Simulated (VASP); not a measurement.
Set up this calculation in VASP 6.6.1, as the native input.

```
Task                   : single point
Functional             : PBEsol
Potentials or basis    : VASP PAW PBE potentials, release 64 (Ta_sv_GW, N)
Cutoff                 : 700 eV
k mesh                 : 15 × 15 × 12
Occupations            : gaussian, width 0.1 eV
Spin                   : no spin polarisation
Dipole correction      : no
Further INCAR settings : ALGO = Normal; EDIFF = 1e-06; NBANDS = 16
```

The structure of TaN lies in POSCAR:

```
TaN
1.0
    2.9379988584      0.0000000000      0.0000000000
   -1.4689994292      2.5443816477      0.0000000000
    0.0000000000      0.0000000000      2.8830000000
Ta N
1 1
Direct
    0.3333333333      0.6666666667      0.5000000000
    0.0442150650      0.0884301300      0.0000000000
```

This cell differs from its parent crystal: one atom moved.

One way to write it, as run:

INCAR

```
SYSTEM = TaN
  ALGO = Normal
  EDIFF = 1E-6
  ENCUT = 700
  GGA = PS
  GGA_COMPAT = .FALSE.
  ISIF = 2
  ISMEAR = 0
  LASPH = .TRUE.
  LCHARG = .FALSE.
  LREAL = .FALSE.
  LWAVE = .FALSE.
  NBANDS = 16
  NELM = 120
  PREC = Accurate
  SIGMA = 0.1
```

KPOINTS

```
k-points
0
G
  15 15 12
  0 0 0
```

Potentials or basis: VASP PAW PBE potentials, release 64 (Ta_sv_GW, N).

Run with:

```console
$ cat potpaw_PBE.64/Ta_sv_GW/POTCAR potpaw_PBE.64/N/POTCAR > POTCAR
$ mpirun -np 1 vasp_std > vasp.out
```

Results of the run:

- Pressure: 3.0 GPa
- Largest force: 3.236 eV/Å
- Band gap on the k mesh: zero (bands 9 and 10 overlap by 0.52 eV)

Caveat: the cell differs from its parent crystal (one atom moved); the stress differs along the axes, from -5 to 7 GPa; the PAW data sets were made with another functional, which shifts forces and pressure a little; spin-orbit coupling is left out, which moves the levels of the heavy elements.

Wall time 2.9 min on 1 thread of Intel(R) Xeon(R) Platinum 8488C (Sapphire Rapids), with other jobs on the host, peak memory 0.39 GiB.
